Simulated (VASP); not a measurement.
# Os (P-3m1) in VASP: single point with PBE

Aim: the single point of Os with PBE.

All numbers are computed with VASP 6.6.1; they aren't measurements. Logs are shortened: lines on timing, memory, paths and dates and some standing lists are left out, and cuts for length are marked.

### Step 1. The cell of the first run

It takes space group P-3m1 (No. 164, trigonal). Conventional cell: a = 2.734 Å, b = 2.734 Å, c = 4.320 Å, α = 90.00°, β = 90.00°, γ = 120.00°. Within 3.3 Å of Os (site symmetry 3m) lie 12 Os at 2.52 to 2.84 Å.

### Step 2. Single point, PBE (atom 1 (Os) moved by (+0.000, -0.200) A along x and z)

The input, INCAR:

```
SYSTEM = Os
PREC = Accurate
ENCUT = 520
EDIFF = 1E-6
ISMEAR = 0
SIGMA = 0.15
LREAL = .False.
LASPH = .True.
NELM = 80
ALGO = Fast
ISIF = 2
LWAVE = .False.
LCHARG = .False.
GGA = PE
NBANDS = 15
```

The input, KPOINTS:

```
Automatic mesh
0
Gamma
  18 18 12
  0 0 0
```

The input, POSCAR:

```
Os
1.0
    2.7340999755      0.0000000000      0.0000000000
   -1.3670499878      2.3678000353      0.0000000000
    0.0000000000      0.0000000000      4.3197000000
Os
2
Direct
    0.3333333333      0.6666666667      0.2037004885
    0.6666666667      0.3333333333      0.7500000000
```

Potentials or basis: VASP PAW PBE potentials, release 64 (Os).

Started as:

```
cat potpaw_PBE.64/Os/POTCAR > POTCAR
mpirun -np 1 vasp_std > vasp.out
```

OUTCAR:

```text
SYSTEM = Os
   PREC = Accurate
   ENCUT = 520
   EDIFF = 1E-6
   ISMEAR = 0
   LREAL = .False.
   LASPH = .True.
   NELM = 80
   ISIF = 2
   GGA = PE

 ion  position               nearest neighbor table
   1  0.333  0.667  0.204-   2 2.52   2 2.52   2 2.52   2 2.84   2 2.84   2 2.84
   2  0.667  0.333  0.750-   1 2.52   1 2.52   1 2.52   1 2.84   1 2.84   1 2.84

  LATTYP: Found a hexagonal cell.
 ALAT       =     2.7340999755
 C/A-ratio  =     1.5799349105

  Lattice vectors:

 A1 = (   2.7340999755,   0.0000000000,   0.0000000000)
 A2 = (  -1.3670499878,   2.3678000353,   0.0000000000)
 A3 = (   0.0000000000,   0.0000000000,   4.3197000000)

Analysis of symmetry for initial positions (statically):
=====================================================================
 Subroutine PRICEL returns:
 Original cell was already a primitive cell.

 Routine SETGRP: Setting up the symmetry group for a
 hexagonal supercell.

 Subroutine GETGRP returns: Found 12 space group operations
 (whereof  6 operations were pure point group operations)
 out of a pool of 24 trial point group operations.

The static configuration has the point symmetry C_3v.
 The point group associated with its full space group is D_3d.

Analysis of symmetry for dynamics (positions and initial velocities):
=====================================================================
 Subroutine PRICEL returns:
 Original cell was already a primitive cell.

 Routine SETGRP: Setting up the symmetry group for a
 hexagonal supercell.

 Subroutine GETGRP returns: Found 12 space group operations
 (whereof  6 operations were pure point group operations)
 out of a pool of 24 trial point group operations.

The dynamic configuration has the point symmetry C_3v.
 The point group associated with its full space group is D_3d.

 Subroutine INISYM returns: Found 12 space group operations
 (whereof  6 operations are pure point group operations),
 and found     1 'primitive' translations

----------------------------------------------------------------------------------------

                                     Primitive cell

  volume of cell :      27.9649

  direct lattice vectors                    reciprocal lattice vectors
     2.734099975  0.000000000  0.000000000     0.365751073  0.211166481  0.000000000
    -1.367049988  2.367800035  0.000000000     0.000000000  0.422332961  0.000000000
     0.000000000  0.000000000  4.319700000     0.000000000  0.000000000  0.231497558

  length of vectors
     2.734099975  2.734099976  4.319700000     0.422332961  0.422332961  0.231497558

  position of ions in fractional coordinates (direct lattice)
     0.333333333  0.666666667  0.203700488
     0.666666667  0.333333333  0.750000000

  ion indices of the primitive-cell ions
   primitive index   ion index
                 1           1
                 2           2

----------------------------------------------------------------------------------------

 KPOINTS: Automatic mesh

Automatic generation of k-mesh.
 Grid dimensions read from file:
 generate k-points for:   18   18   12

 Generating k-lattice:

  Cartesian coordinates                     Fractional coordinates (reciprocal lattice)
     0.020319504  0.011731471  0.000000000     0.055555556  0.000000000  0.000000000
     0.000000000  0.023462942  0.000000000     0.000000000  0.055555556  0.000000000
     0.000000000  0.000000000  0.019291463     0.000000000  0.000000000  0.083333333

  Length of vectors
     0.023462942  0.023462942  0.019291463

  Shift w.r.t. Gamma in fractional coordinates (k-lattice)
     0.000000000  0.000000000  0.000000000

 Subroutine IBZKPT returns following result:
 ===========================================

 Found    394 irreducible k-points:

 Following reciprocal coordinates:
            Coordinates               Weight
  0.000000  0.000000  0.000000      1.000000
  0.055556  0.000000  0.000000      6.000000
  0.111111  0.000000  0.000000      6.000000
  0.166667  0.000000  0.000000      6.000000
  0.222222  0.000000  0.000000      6.000000
  0.277778  0.000000  0.000000      6.000000
[... 16 lines left out ...]
  0.333333  0.111111  0.000000     12.000000
  0.388889  0.111111  0.000000     12.000000
 [... further k-points ...]
   k-points           NKPTS =    394   k-points in BZ     NKDIM =    394   number of bands    NBANDS=     15
   number of dos      NEDOS =    301   number of ions     NIONS =      2
   total plane-waves  NPLWV =  12800
   dimension x,y,z NGX =    20 NGY =   20 NGZ =   32
   dimension x,y,z NGXF=    40 NGYF=   40 NGZF=   64
   ions per type =               2
   NGX,Y,Z   is equivalent  to a cutoff of  12.16, 12.16, 12.32 a.u.
   NGXF,Y,Z  is equivalent  to a cutoff of  24.32, 24.32, 24.63 a.u.
 SYSTEM =  Os
   PREC   = accura    normal or accurate (medium, high low for compatibility)
   ISTART =      0    job   : 0-new  1-cont  2-samecut
   ICHARG =      2    charge: 1-file 2-atom 10-const
   ISPIN  =      1    spin polarized calculation?
   LNONCOLLINEAR =      F non collinear calculations
   LSORBIT =      F    spin-orbit coupling
   LASPH  =      T    aspherical Exc in radial PAW
   ENCUT  =  520.0 eV  38.22 Ry    6.18 a.u.   5.08  5.08  8.03*2*pi/ulx,y,z
   NELM   =     80;   NELMIN=  2; NELMDL= -5     # of ELM steps
   EDIFF  = 0.1E-05   stopping-criterion for ELM
   LREAL  =      F    real-space projection
   EDIFFG = 0.1E-04   stopping-criterion for IOM
   NSW    =      0    number of steps for IOM
   IBRION =     -1    ionic relax: 0-MD 1-quasi-New 2-CG
   NFREE  =      0    steps in history (QN), initial steepest desc. (CG)
   ISIF   =      2    stress and relaxation
   ISYM   =      2    0-nonsym 1-usesym 2-fastsym
   POTIM  = 0.5000    time-step for ionic-motion
   TEBEG  =    0.0;   TEEND  =   0.0 temperature during run
   PSTRESS=    0.0 pullay stress
   NELECT =      16.0000    total number of electrons
   NUPDOWN=      -1.0000    fix difference up-down
   EMIN   =  10.00;   EMAX   =-10.00  energy-range for DOS
   EFERMI =   0.00;   METHOD = LEGACY
   ISMEAR =     0;   SIGMA  =   0.15  broadening in eV -4-tet -1-fermi 0-gaus
   EFERMI_NEDOS =   21; number of points for ismear=-14 and -15
   IALGO  =     68    algorithm
   IMIX   =      4    mixing-type and parameters
     AMIX     =   0.40;   BMIX     =  1.00
     AMIX_MAG =   1.60;   BMIX_MAG =  1.00
  volume/ion in A,a.u.               =      13.98        94.36
  Fermi-wavevector in a.u.,A,eV,Ry     =   1.359076  2.568282 25.131162  1.847088
  Thomas-Fermi vector in A             =   2.485855
   LORBIT       =      0    0 simple, 1 ext, 2 COOP (PROOUT), +10 PAW based schemes
   GGA     = PE    functional components
   LHFCALC =     F    Hartree Fock is set to
   AEXX    =    0.0000 exact exchange contribution
   IVDW    =     0    specifies the selected vdW correction
   LEPSILON=     F    determine dielectric tensor
   LRPA    =     F    only Hartree local field effects (RPA)
 non-spin polarized calculation
 RMM-DIIS sequential band-by-band and
 Gauss-broadening in eV      SIGMA  =   0.15
  energy-cutoff  :      520.00
  volume of cell :       27.96
 maximum number of plane-waves:       770
   NGX = 11   NGY = 11   NGZ = 17

 number of electron      15.9999998 magnetization

 Free energy of the ion-electron system (eV)
  ---------------------------------------------------
  ext. energy  EPLUGINS =         0.00000000
  ---------------------------------------------------
  free energy    TOTEN  =       -22.11698355 eV

  energy without entropy =      -22.09933864  energy(sigma->0) =      -22.10816110

 E-fermi :   9.5637     XC(G=0): -14.0313

 val. band max:        9.5621756449   @ k =   0.1667   0.1111   0.0000
 cond. band min:       9.5637739498   @ k =   0.1667   0.1111   0.0833
 fundamental gap:      0.0015983048
 Fermi energy:         9.5636608406

 k-point     1 :       0.0000    0.0000    0.0000
  band No.  band energies     occupation
      1      -1.4623      2.00000
      2       1.5429      2.00000
      3       6.2154      2.00000
      4       6.2154      2.00000
      5       6.6926      2.00000
      6       6.7063      2.00000
      7       6.7063      2.00000
      8       8.3469      2.00000
      9       8.3469      2.00000
     10       9.8536      0.00627
     11      11.3710      0.00000
     12      11.3710      0.00000
     13      17.8593      0.00000
     14      23.4145      0.00000
     15      26.7087      0.00000

 k-point     2 :       0.0556    0.0000    0.0000
  band No.  band energies     occupation
      1      -1.3358      2.00000
      2       1.6541      2.00000
      3       5.9415      2.00000
      4       6.3208      2.00000
      5       6.6193      2.00000
      6       6.7534      2.00000
      7       6.9299      2.00000
      8       8.2113      2.00000
      9       8.3175      2.00000
     10       9.2170      1.99892
     11      11.4359      0.00000
     12      12.1873      0.00000
     13      17.8939      0.00000
     14      23.6794      0.00000
     15      26.8585      0.00000

 k-point     3 :       0.1111    0.0000    0.0000
  band No.  band energies     occupation
      1      -0.9672      2.00000
      2       1.9652      2.00000
      3       5.4807      2.00000
      4       6.3731      2.00000
      5       6.6077      2.00000
      6       6.8646      2.00000
      7       7.2811      2.00000
      8       7.7065      2.00000
      9       8.3108      2.00000
     10       8.5585      2.00000
     11      11.6014      0.00000
     12      13.5463      0.00000
     13      17.9682      0.00000
     14      24.4050      0.00000
     15      27.1161      0.00000
[... 343 lines left out ...]
 k-point    23 :       0.3333    0.1111    0.0000
  band No.  band energies     occupation
      1       2.4346      2.00000
      2       2.6915      2.00000
      3       3.3451      2.00000
      4       5.3935      2.00000
      5       5.8847      2.00000
      6       6.9712      2.00000
      7       7.4252      2.00000
      8      10.3227      0.00000
      9      10.9040      0.00000
     10      12.1289      0.00000
     11      12.4225      0.00000
     12      17.8991      0.00000
     13      18.5426      0.00000
     14      20.5091      0.00000
     15      21.5312      0.00000

 k-point    24 :       0.3889    0.1111    0.0000
  band No.  band energies     occupation
      1       2.4188      2.00000
      2       2.7033      2.00000
      3       3.1072      2.00000
      4       5.6035      2.00000
      5       6.1073      2.00000
      6       6.9146      2.00000
      7       7.6717      2.00000
      8      11.1179      0.00000
      9      11.4094      0.00000
     10      12.1265      0.00000
     11      13.3952      0.00000
     12      16.4108      0.00000
     13      18.7091      0.00000
     14      19.8672      0.00000
     15      21.9987      0.00000

 [... further k-points ...]

------------------------ aborting loop because EDIFF is reached ----------------------------------------

  FORCE on cell =-STRESS in cart. coord.  units (eV):
  Direction    XX          YY          ZZ          XY          YZ          ZX
  --------------------------------------------------------------------------------------
  -------------------------------------------------------------------------------------
  Total        2.5111375      2.5111375      4.8955522     -0.0000000      0.0000000      0.0000000
  in kB      143.8692799    143.8692799    280.4783023     -0.0000000      0.0000000      0.0000000
  external PRESSURE =     189.4056207 kB  Pullay stress =       0.0000000 kB

 VOLUME and BASIS-vectors are now :
 -----------------------------------------------------------------------------
  energy-cutoff  :      520.00
  volume of cell :       27.96
      direct lattice vectors                 reciprocal lattice vectors
     2.734099975  0.000000000  0.000000000     0.365751073  0.211166481  0.000000000
    -1.367049988  2.367800035  0.000000000     0.000000000  0.422332961  0.000000000
     0.000000000  0.000000000  4.319700000     0.000000000  0.000000000  0.231497558

 POSITION                                       TOTAL-FORCE (eV/Angst)
 -----------------------------------------------------------------------------------
     -0.00000      1.57853      0.87993        -0.000000      0.000000      3.883015
      1.36705      0.78927      3.23977         0.000000     -0.000000     -3.883015
 -----------------------------------------------------------------------------------
    total drift:                               -0.000000      0.000000     -0.000000

  FREE ENERGIE OF THE ION-ELECTRON SYSTEM (eV)
  ---------------------------------------------------
  free  energy   TOTEN  =       -22.1169835470 eV

  energy  without entropy=      -22.0993386441  energy(sigma->0) =      -22.10816110
```

Wall time 58 s (1 thread of Intel Xeon 6975P-C (Granite Rapids), shared host); peak memory 0.25 GiB.

Results:

```yaml
Free_energy: -22.1170 eV
Pressure: 18.9 GPa
Largest_force: 3.883 eV/Å
Band_gap_on_the_k_mesh: zero (bands 8 and 9 overlap by 3.54 eV)
```

Forces on the atoms (eV/Å):
```
Os   0.000  0.000  3.883
Os   0.000  0.000 -3.883
```

Caveat: the cell differs from its parent crystal (atom 1 (Os) moved by (+0.000, -0.200) A along x and z); the cell stands under pressure; spin-orbit coupling is left out, which moves the levels of the heavy elements; forces of over 1 eV/Å act on the atoms, so gaps and moduli don't describe the material at rest.
